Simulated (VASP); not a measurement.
Wanted: the native input for a VASP 6.6.1 run.

* Task: single point
* Functional: PBE
* Potentials or basis: VASP PAW PBE potentials, release 64 (Ag, Cl)
* Cutoff: 520 eV
* k mesh: 7 × 7 × 7
* Occupations: fermi-dirac, width 0.05 eV
* Spin: no spin polarisation
* Dipole correction: no
* Further INCAR settings: ALGO = Normal; EDIFF = 1e-06; NBANDS = 16

The structure of AgCl (Chlorargyrite) lies in POSCAR:

```
AgCl
1.0
    0.0000000000      2.6791680073      2.6791680073
    2.6791680073      0.0000000000      2.6791680073
    2.6791680073      2.6791680073      0.0000000000
Ag Cl
1 1
Direct
    0.0000000000      0.0000000000      0.0000000000
    0.5000000000      0.5000000000      0.5000000000
```

One way to write it, as run:

INCAR

```
SYSTEM = AgCl
PREC = Accurate
ENCUT = 520
EDIFF = 1E-6
ISMEAR = -1
SIGMA = 0.05
LREAL = .False.
LASPH = .True.
NELM = 80
ALGO = Normal
ISIF = 2
LWAVE = .False.
LCHARG = .False.
GGA = PE
NBANDS = 16
```

KPOINTS

```
regular mesh
0
Gamma
  7 7 7
  0 0 0
```

Potentials or basis: VASP PAW PBE potentials, release 64 (Ag, Cl).

Command:

```sh
$ cat potpaw_PBE.64/Ag/POTCAR potpaw_PBE.64/Cl/POTCAR > POTCAR
$ mpirun -np 1 vasp_std > vasp.out
```

Results of the run:

The pressure is 8.2 GPa and the band gap on the k mesh is 1.00 eV, indirect (least direct gap 3.61 eV).

Wall time 9.9 s on 1 thread of Intel(R) Xeon(R) Platinum 8375C CPU @ 2.90GHz (Ice Lake) (shared host), peak memory 0.15 GiB.
